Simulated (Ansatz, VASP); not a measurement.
Two plane-wave programs on Ga3AsP2

```
CELL_PARAMETERS angstrom
3.82175 0.00000 0.00000
-1.91088 3.30973 0.00000
0.00000 0.00000 18.90816
ATOMIC_POSITIONS crystal
Ga 0.33333 0.66667 0.33333
Ga 0.33333 0.66667 0.66666
Ga 0.33333 0.66667 0.99999
Ga 0.66667 0.33333 0.16666
Ga 0.66667 0.33333 0.49999
Ga 0.66667 0.33333 0.83333
P 0.33333 0.66667 0.12467
P 0.33333 0.66667 0.79134
P 0.66667 0.33333 0.29134
P 0.66667 0.33333 0.62467
As 0.33333 0.66667 0.45801
As 0.66667 0.33333 0.95801
```

Alike in both runs: task single point; functional PBE; k mesh 6 × 6 × 1; occupations gaussian, width 0.1 eV; no spin polarisation.

|  | VASP | Ansatz |
| --- | --- | --- |
| version | VASP 6.6.1 | Ansatz 0.2.0 |
| potentials or method | VASP PAW PBE potentials, release 64 (Ga_d, P, As), cutoff 520 eV | scalar-relativistic, plane waves, PAW |
| valence electrons in the cell | 108 | 128 |

Ansatz gave:

* gap on the k mesh at the Fermi level (eV): 1.26
* least direct gap on the mesh (eV): 1.26
* pressure (GPa): 7.8
* traceless stress, the component that is largest in VASP (GPa): -0.15
* rms of the force components (eV/Å): 0.263

Task: Estimate VASP's values.

Result: gap on the k mesh at the Fermi level (eV): 1.26; least direct gap on the mesh (eV): 1.26; pressure (GPa): 7.9; traceless stress, the component that is largest in VASP (GPa): -0.14; rms of the force components (eV/Å): 0.271.

Atom by atom the forces differ by 0.008 eV/Å (rms over components). VASP's potentials hold 108 valence electrons a cell and Ansatz's 128, so a difference there can come from the potentials and not from the codes.
